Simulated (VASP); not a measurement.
# GaN (F-43m) in VASP: a series of runs

Runs on GaN. Level: PBE. Tasks: single point, relaxation of cell and atoms.

All numbers are computed with VASP 6.6.1; they aren't measurements. Logs are shortened: lines on timing, memory, paths and dates and some standing lists are left out, and cuts for length are marked.

## (1) The cell of the first run

Symmetry: F-43m, No. 216, cubic system. Conventional cell: a = 4.547 Å, b = 4.547 Å, c = 4.547 Å, α = 90.00°, β = 90.00°, γ = 90.00°. Within 2.6 Å of Ga (site symmetry -43m) lie 4 N at 1.97 Å. Within 2.6 Å of N (site symmetry -43m) lie 4 Ga at 1.97 Å.

## (2) Single point, PBE

File INCAR:

```
ALGO = Normal ; EDIFF = 1E-6
ENCUT = 520 ; GGA = PE
ISIF = 2 ; ISMEAR = 0
LASPH = T ; LCHARG = F
LREAL = F ; LWAVE = F
NBANDS = 16 ; NELM = 80
PREC = Accurate ; SIGMA = 0.01
```

File KPOINTS:

```
k-points
0
Gamma
  7 7 7
```

File POSCAR:

```
GaN
1.0
    0.0000000000      2.2736458934      2.2736458934
    2.2736458934      0.0000000000      2.2736458934
    2.2736458934      2.2736458934      0.0000000000
Ga N
1 1
Direct
    0.0000000000      0.0000000000      0.0000000000
    0.7500000000      0.7500000000      0.7500000000
```

Potentials or basis: VASP PAW PBE potentials, release 64 (Ga_d, N).

On the command line:

```sh
$ cat potpaw_PBE.64/Ga_d/POTCAR potpaw_PBE.64/N/POTCAR > POTCAR
$ mpirun -np 1 vasp_std > vasp.out
```

OUTCAR:

```text
EDIFF = 1E-6
   ENCUT = 520
   GGA = PE
   ISIF = 2
   ISMEAR = 0
   LASPH = T
   LREAL = F
   NELM = 80
   PREC = Accurate

 ion  position               nearest neighbor table
   1  0.000  0.000  0.000-   2 1.97   2 1.97   2 1.97   2 1.97
   2  0.750  0.750  0.750-   1 1.97   1 1.97   1 1.97   1 1.97

  LATTYP: Found a face centered cubic cell.
 ALAT       =     4.5472917868

  Lattice vectors:

 A1 = (   0.0000000000,   2.2736458934,   2.2736458934)
 A2 = (   2.2736458934,   0.0000000000,   2.2736458934)
 A3 = (   2.2736458934,   2.2736458934,   0.0000000000)

Analysis of symmetry for initial positions (statically):
=====================================================================
 Subroutine PRICEL returns:
 Original cell was already a primitive cell.

 Routine SETGRP: Setting up the symmetry group for a
 face centered cubic supercell.

 Subroutine GETGRP returns: Found 24 space group operations
 (whereof 24 operations were pure point group operations)
 out of a pool of 48 trial point group operations.

The static configuration has the point symmetry T_d .

Analysis of symmetry for dynamics (positions and initial velocities):
=====================================================================
 Subroutine PRICEL returns:
 Original cell was already a primitive cell.

 Routine SETGRP: Setting up the symmetry group for a
 face centered cubic supercell.

 Subroutine GETGRP returns: Found 24 space group operations
 (whereof 24 operations were pure point group operations)
 out of a pool of 48 trial point group operations.

The dynamic configuration has the point symmetry T_d .

 Subroutine INISYM returns: Found 24 space group operations
 (whereof 24 operations are pure point group operations),
 and found     1 'primitive' translations

----------------------------------------------------------------------------------------

                                     Primitive cell

  volume of cell :      23.5071

  direct lattice vectors                    reciprocal lattice vectors
     0.000000000  2.273645893  2.273645893    -0.219911113  0.219911113  0.219911113
     2.273645893  0.000000000  2.273645893     0.219911113 -0.219911113  0.219911113
     2.273645893  2.273645893  0.000000000     0.219911113  0.219911113 -0.219911113

  length of vectors
     3.215420858  3.215420858  3.215420858     0.380897222  0.380897222  0.380897222
[... 73 lines left out ...]
   LASPH  =      T    aspherical Exc in radial PAW
   ENCUT  =  520.0 eV  38.22 Ry    6.18 a.u.   5.98  5.98  5.98*2*pi/ulx,y,z
   NELM   =     80;   NELMIN=  2; NELMDL= -5     # of ELM steps
   EDIFF  = 0.1E-05   stopping-criterion for ELM
   LREAL  =      F    real-space projection
   EDIFFG = 0.1E-04   stopping-criterion for IOM
   NSW    =      0    number of steps for IOM
   IBRION =     -1    ionic relax: 0-MD 1-quasi-New 2-CG
   NFREE  =      0    steps in history (QN), initial steepest desc. (CG)
   ISIF   =      2    stress and relaxation
   ISYM   =      2    0-nonsym 1-usesym 2-fastsym
   POTIM  = 0.5000    time-step for ionic-motion
   TEBEG  =    0.0;   TEEND  =   0.0 temperature during run
   PSTRESS=    0.0 pullay stress
   NELECT =      18.0000    total number of electrons
   NUPDOWN=      -1.0000    fix difference up-down
   EMIN   =  10.00;   EMAX   =-10.00  energy-range for DOS
   EFERMI =   0.00;   METHOD = LEGACY
   ISMEAR =     0;   SIGMA  =   0.01  broadening in eV -4-tet -1-fermi 0-gaus
   EFERMI_NEDOS =   21; number of points for ismear=-14 and -15
   IALGO  =     38    algorithm
   IMIX   =      4    mixing-type and parameters
     AMIX     =   0.40;   BMIX     =  1.00
     AMIX_MAG =   1.60;   BMIX_MAG =  1.00
  volume/ion in A,a.u.               =      11.75        79.32
  Fermi-wavevector in a.u.,A,eV,Ry     =   1.497728  2.830295 30.520426  2.243188
  Thomas-Fermi vector in A             =   2.609578
   LORBIT       =      0    0 simple, 1 ext, 2 COOP (PROOUT), +10 PAW based schemes
   GGA     = PE    functional components
   LHFCALC =     F    Hartree Fock is set to
   AEXX    =    0.0000 exact exchange contribution
   IVDW    =     0    specifies the selected vdW correction
   LEPSILON=     F    determine dielectric tensor
   LRPA    =     F    only Hartree local field effects (RPA)
 non-spin polarized calculation
 Gauss-broadening in eV      SIGMA  =   0.01
  energy-cutoff  :      520.00
  volume of cell :       23.51
 maximum number of plane-waves:       644
   NGX = 11   NGY = 11   NGZ = 11

 number of electron      17.9999986 magnetization

 Free energy of the ion-electron system (eV)
  ---------------------------------------------------
  ext. energy  EPLUGINS =         0.00000000
  ---------------------------------------------------
  free energy    TOTEN  =       -12.15206927 eV

  energy without entropy =      -12.15206927  energy(sigma->0) =      -12.15206927

 E-fermi :   5.1407     XC(G=0): -11.5244

 val. band max:        4.9970104749   @ k =   0.0000   0.0000   0.0000
 cond. band min:       6.5483501483   @ k =   0.0000   0.0000   0.0000
 fundamental gap:      1.5513396734
 Fermi energy:         5.1407051844

 k-point     1 :       0.0000    0.0000    0.0000
  band No.  band energies     occupation
      1     -10.7126      2.00000
      2      -8.4278      2.00000
      3      -8.4278      2.00000
      4      -8.4278      2.00000
      5      -8.1343      2.00000
      6      -8.1343      2.00000
[... 357 lines left out ...]
      3      -8.2487      2.00000
      4      -8.1443      2.00000
      5      -8.1161      2.00000
      6      -6.2676      2.00000
[... 8 lines left out ...]
     15      24.0556      0.00000
     16      27.9160      0.00000

------------------------ aborting loop because EDIFF is reached ----------------------------------------

  FORCE on cell =-STRESS in cart. coord.  units (eV):
  Direction    XX          YY          ZZ          XY          YZ          ZX
  --------------------------------------------------------------------------------------
  -------------------------------------------------------------------------------------
  Total        0.0323003      0.0323003      0.0323003     -0.0000000      0.0000000      0.0000000
  in kB        2.2015011      2.2015011      2.2015011     -0.0000000      0.0000000      0.0000000
  external PRESSURE =       2.2015011 kB  Pullay stress =       0.0000000 kB

 VOLUME and BASIS-vectors are now :
 -----------------------------------------------------------------------------
  energy-cutoff  :      520.00
  volume of cell :       23.51
      direct lattice vectors                 reciprocal lattice vectors
     0.000000000  2.273645893  2.273645893    -0.219911113  0.219911113  0.219911113
     2.273645893  0.000000000  2.273645893     0.219911113 -0.219911113  0.219911113
     2.273645893  2.273645893  0.000000000     0.219911113  0.219911113 -0.219911113

 POSITION                                       TOTAL-FORCE (eV/Angst)
 -----------------------------------------------------------------------------------
      0.00000      0.00000      0.00000         0.000000     -0.000000      0.000000
      3.41047      3.41047      3.41047        -0.000000      0.000000     -0.000000
 -----------------------------------------------------------------------------------
    total drift:                               -0.000002     -0.000002     -0.000001

  FREE ENERGIE OF THE ION-ELECTRON SYSTEM (eV)
  ---------------------------------------------------
  free  energy   TOTEN  =       -12.1520692651 eV

  energy  without entropy=      -12.1520692651  energy(sigma->0) =      -12.15206927
```

OSZICAR:

```text
N       E                     dE             d eps       ncg     rms          rms(c)
DAV:   1     0.868515497785E+02    0.86852E+02   -0.93139E+03   720   0.198E+03
DAV:   2    -0.787624849219E+01   -0.94728E+02   -0.88966E+02   760   0.344E+02
DAV:   3    -0.140350711886E+02   -0.61588E+01   -0.61355E+01   696   0.727E+01
DAV:   4    -0.141112618212E+02   -0.76191E-01   -0.76184E-01   864   0.867E+00
DAV:   5    -0.141122106972E+02   -0.94888E-03   -0.94887E-03   704   0.848E-01    0.763E+00
DAV:   6    -0.121541413686E+02    0.19581E+01   -0.49462E+00   960   0.389E+01    0.268E+00
DAV:   7    -0.121598880066E+02   -0.57466E-02   -0.30723E-01   696   0.666E+00    0.176E+00
DAV:   8    -0.121563920251E+02    0.34960E-02   -0.63989E-02   704   0.323E+00    0.844E-01
DAV:   9    -0.121517445075E+02    0.46475E-02   -0.14292E-02   968   0.261E+00    0.223E-01
DAV:  10    -0.121521649943E+02   -0.42049E-03   -0.14516E-03   712   0.486E-01    0.116E-01
DAV:  11    -0.121520641996E+02    0.10079E-03   -0.27755E-04   960   0.266E-01    0.838E-03
DAV:  12    -0.121520694591E+02   -0.52595E-05   -0.31404E-05   704   0.521E-02    0.783E-03
DAV:  13    -0.121520692651E+02    0.19397E-06   -0.58163E-07   544   0.140E-02
   1 F= -.12152069E+02 E0= -.12152069E+02  d E =-.104496E-93
```

stdout:

```text
POSCAR found type information on POSCAR GaN
 POSCAR found :  2 types and       2 ions
 scaLAPACK will be used
 LDA part: xc-table for (Slater+PW92), standard interpolation
 POSCAR, INCAR and KPOINTS ok, starting setup
 FFT: planning ... GRIDC
 FFT: planning ... GRID_SOFT
 FFT: planning ... GRID
 WAVECAR not read
 entering main loop
```

It took 21 s on 1 thread of AMD EPYC 7R13, shared host; peak memory 0.11 GiB.

What came out:

| Property | Result |
| --- | --- |
| Free energy | -12.1521 eV |
| Pressure | 0.2 GPa |
| Band gap on the k mesh | 1.55 eV, direct |

Levels at points of the mesh, in eV from the valence-band top:
```csv
k point,band 5,band 6,band 7,band 8,band 9,band 10,band 11,band 12,band 13,band 14
"(0.00, 0.00, 0.00)",-13.13,-13.13,0.00,0.00,0.00,1.55,10.13,10.13,10.13,17.24
```

## (3) Relaxation of cell and atoms, PBE

This run uses another cell than the first one, of 11.44 Å³/atom, 0.974 times its volume.

File INCAR:

```
SYSTEM = GaN
ALGO = Normal ; EDIFF = 1E-7
EDIFFG = -0.05 ; ENCUT = 600
GGA = PE ; IBRION = 2
ISIF = 3 ; ISMEAR = 0
LASPH = .True. ; LCHARG = .False.
LREAL = .False. ; LWAVE = .False.
NELM = 100 ; NSW = 80
PREC = Accurate ; SIGMA = 0.01
```

File KPOINTS:

```
k-points
0
Gamma
  7 7 7
  0 0 0
```

File POSCAR:

```
GaN
1.0
    0.0000000000      2.2535010000      2.2535010000
    2.2535010000      0.0000000000      2.2535010000
    2.2535010000      2.2535010000      0.0000000000
Ga N
1 1
Direct
    0.0000000000      0.0000000000      0.0000000000
    0.7500000000      0.7500000000      0.7500000000
```

Potentials or basis: VASP PAW PBE potentials, release 64 (Ga_d, N).

On the command line:

```sh
$ cat potpaw_PBE.64/Ga_d/POTCAR potpaw_PBE.64/N/POTCAR > POTCAR
$ mpirun -np 1 vasp_std > vasp.out
```

OUTCAR:

```text
SYSTEM = GaN
   EDIFF = 1E-7
   EDIFFG = -0.05
   ENCUT = 600
   GGA = PE
   IBRION = 2
   ISIF = 3
   ISMEAR = 0
   LASPH = .True.
   LREAL = .False.
   NELM = 100
   NSW = 80
   PREC = Accurate

 ion  position               nearest neighbor table
   1  0.000  0.000  0.000-   2 1.95   2 1.95   2 1.95   2 1.95
   2  0.750  0.750  0.750-   1 1.95   1 1.95   1 1.95   1 1.95

  LATTYP: Found a face centered cubic cell.
 ALAT       =     4.5070020000

  Lattice vectors:

 A1 = (   0.0000000000,   2.2535010000,   2.2535010000)
 A2 = (   2.2535010000,   0.0000000000,   2.2535010000)
 A3 = (   2.2535010000,   2.2535010000,   0.0000000000)

Analysis of symmetry for initial positions (statically):
=====================================================================
 Subroutine PRICEL returns:
 Original cell was already a primitive cell.

 Routine SETGRP: Setting up the symmetry group for a
 face centered cubic supercell.

 Subroutine GETGRP returns: Found 24 space group operations
 (whereof 24 operations were pure point group operations)
 out of a pool of 48 trial point group operations.

The static configuration has the point symmetry T_d .

Analysis of symmetry for dynamics (positions and initial velocities):
=====================================================================
 Subroutine PRICEL returns:
 Original cell was already a primitive cell.

 Routine SETGRP: Setting up the symmetry group for a
 face centered cubic supercell.

 Subroutine GETGRP returns: Found 24 space group operations
 (whereof 24 operations were pure point group operations)
 out of a pool of 48 trial point group operations.

The dynamic configuration has the point symmetry T_d .

 Subroutine INISYM returns: Found 24 space group operations
 (whereof 24 operations are pure point group operations),
 and found     1 'primitive' translations

----------------------------------------------------------------------------------------

                                     Primitive cell

  volume of cell :      22.8878

  direct lattice vectors                    reciprocal lattice vectors
[... 98 lines left out ...]
   EFERMI_NEDOS =   21; number of points for ismear=-14 and -15
   IALGO  =     38    algorithm
   IMIX   =      4    mixing-type and parameters
     AMIX     =   0.40;   BMIX     =  1.00
     AMIX_MAG =   1.60;   BMIX_MAG =  1.00
  volume/ion in A,a.u.               =      11.44        77.23
  Fermi-wavevector in a.u.,A,eV,Ry     =   1.511116  2.855596 31.068532  2.283473
  Thomas-Fermi vector in A             =   2.621216
   LORBIT       =      0    0 simple, 1 ext, 2 COOP (PROOUT), +10 PAW based schemes
   GGA     = PE    functional components
   LHFCALC =     F    Hartree Fock is set to
   AEXX    =    0.0000 exact exchange contribution
   IVDW    =     0    specifies the selected vdW correction
   LEPSILON=     F    determine dielectric tensor
   LRPA    =     F    only Hartree local field effects (RPA)
 conjugate gradient relaxation of ions
 non-spin polarized calculation
 Gauss-broadening in eV      SIGMA  =   0.01
  energy-cutoff  :      600.00
  volume of cell :       22.89
 maximum number of plane-waves:       771
 NGX is ok and might be reduce to    28
   NGX = 13   NGY = 13   NGZ = 13

--------------------------------------- Ionic step        1  -------------------------------------------

 number of electron      18.0000005 magnetization

 Free energy of the ion-electron system (eV)
  ---------------------------------------------------
  ext. energy  EPLUGINS =         0.00000000
  ---------------------------------------------------
  free energy    TOTEN  =       -12.14325180 eV

  energy without entropy =      -12.14325180  energy(sigma->0) =      -12.14325180

------------------------ aborting loop because EDIFF is reached ----------------------------------------

  FORCE on cell =-STRESS in cart. coord.  units (eV):
  Direction    XX          YY          ZZ          XY          YZ          ZX
  --------------------------------------------------------------------------------------
  -------------------------------------------------------------------------------------
  Total        0.7009286      0.7009286      0.7009286      0.0000000      0.0000000      0.0000000
  in kB       49.0660513     49.0660513     49.0660513      0.0000000      0.0000000      0.0000000
  external PRESSURE =      49.0660513 kB  Pullay stress =       0.0000000 kB
[... 59 lines left out ...]
--------------------------------------- Ionic step        3  -------------------------------------------

 number of electron      18.0000002 magnetization

 Free energy of the ion-electron system (eV)
  ---------------------------------------------------
  ext. energy  EPLUGINS =         0.00000000
  ---------------------------------------------------
  free energy    TOTEN  =       -12.15264197 eV

  energy without entropy =      -12.15264197  energy(sigma->0) =      -12.15264197

 E-fermi :   5.0693     XC(G=0): -11.5219

 val. band max:        4.9918333965   @ k =   0.0000   0.0000   0.0000
 cond. band min:       6.5401357542   @ k =   0.0000   0.0000   0.0000
 fundamental gap:      1.5483023577
 Fermi energy:         5.0693318468

 k-point     1 :       0.0000    0.0000    0.0000
  band No.  band energies     occupation
      1     -10.7145      2.00000
      2      -8.4329      2.00000
      3      -8.4329      2.00000
      4      -8.4329      2.00000
      5      -8.1398      2.00000
      6      -8.1398      2.00000
      7       4.9918      2.00000
      8       4.9918      2.00000
      9       4.9918      2.00000
     10       6.5401      0.00000
     11      15.1219      0.00000
     12      15.1219      0.00000
     13      15.1219      0.00000
[... 331 lines left out ...]
  FREE ENERGIE OF THE ION-ELECTRON SYSTEM (eV)
  ---------------------------------------------------
  free  energy   TOTEN  =       -12.1526419748 eV

  energy  without entropy=      -12.1526419748  energy(sigma->0) =      -12.15264197

 reached required accuracy - stopping structural energy minimisation
```

CONTCAR:

```text
GaN
   1.00000000000000
     0.0000000000000000    2.2740067952236886    2.2740067952236886
     2.2740067952236886    0.0000000000000000    2.2740067952236886
     2.2740067952236886    2.2740067952236886    0.0000000000000000
  Ga              N
     1     1
Direct
     0.0000000000000000    0.0000000000000000    0.0000000000000000
     0.7500000000000000    0.7500000000000000    0.7500000000000000

  0.00000000E+00  0.00000000E+00  0.00000000E+00
  0.00000000E+00  0.00000000E+00  0.00000000E+00
```

It took 67 s on 1 thread of AMD EPYC 7R13, shared host; peak memory 0.14 GiB.

What came out:

| Quantity | Value |
| --- | --- |
| Free energy | -12.1526 eV |
| Relaxed volume | 11.76 Å³/atom |
| Relaxed cell | a = 3.216 Å, b = 3.216 Å, c = 3.216 Å, α = 60.00°, β = 60.00°, γ = 60.00° |
| Space group after relaxing (to 0.05 Å) | F-43m (No. 216) |
| Energy gained by relaxing | 4.7 meV/atom |
| Ionic steps | 3 |
| Pressure after relaxing | 0.0 GPa |
| Band gap on the k mesh | 1.55 eV, direct |

The path:
| step | energy change (eV) | largest force (eV/Å) | pressure (GPa) | volume (Å³) |
| --- | --- | --- | --- | --- |
| 1 | 0.0000 | 0.0000 | 4.91 | 22.89 |
| 2 | -0.0028 | 0.0000 | -3.74 | 24.07 |
| 3 | -0.0094 | 0.0000 | -0.02 | 23.52 |

Final structure:
```
Ga N
1.0
     0.00000    2.27401    2.27401
     2.27401    0.00000    2.27401
     2.27401    2.27401    0.00000
Ga N
1 1
Direct
  0.00000 0.00000 0.00000
  0.75000 0.75000 0.75000
```

Levels at points of the mesh, in eV from the valence-band top:
| k point | band 7 | band 8 | band 9 | band 10 | band 11 | band 12 |
| --- | --- | --- | --- | --- | --- | --- |
| (0.00, 0.00, 0.00) | 0.00 | 0.00 | 0.00 | 1.55 | 10.13 | 10.13 |

Expect the measured gap to be larger: semilocal functionals such as PBE lack the derivative discontinuity.
